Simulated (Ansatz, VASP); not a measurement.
## In3GaSb2N2: VASP beside Ansatz

```
In Ga Sb N
1.0
     3.99820    0.00000    0.00000
     0.00000    3.99820    0.00000
     0.00000    0.00000   10.66857
In Ga Sb N
3 1 2 2
Direct
  0.00000 0.00000 0.75666
  0.00000 0.00000 0.24334
  0.50000 0.50000 0.00000
  0.00000 0.00000 0.00000
  0.50000 0.50000 0.50000
  0.00000 0.00000 0.50000
  0.50000 0.50000 0.72685
  0.50000 0.50000 0.27315
```

Alike in both runs: functional PBE; k mesh 3 × 3 × 2; occupations gaussian, width 0.15 eV; no spin polarisation.

Ansatz relaxed the structure, and its values are those at the end. VASP's run is a single point on that final structure, the one shown.

|  | VASP | Ansatz |
| --- | --- | --- |
| version | VASP 6.6.1 | Ansatz 0.2.0 |
| potentials or method | VASP PAW PBE potentials, release 64 (In_d, Ga_d, Sb_d_GW, N), cutoff 700 eV | scalar-relativistic, plane waves, PAW |
| valence electrons in the cell | 92 | 92 |

Ansatz gave:

```
gap on the k mesh at the Fermi level (eV) : none
pressure (GPa)                            : 0.1
rms of the force components (eV/Å)        : 0.005
```

Estimate VASP's values.

gap on the k mesh at the Fermi level (eV): none; pressure (GPa): 0.1; rms of the force components (eV/Å): 0.007.

A gap of «none» marks a metal or a gap that the smearing closes.

The k mesh is coarse, so the values compare programs but aren't converged. Spin-orbit coupling is off throughout.
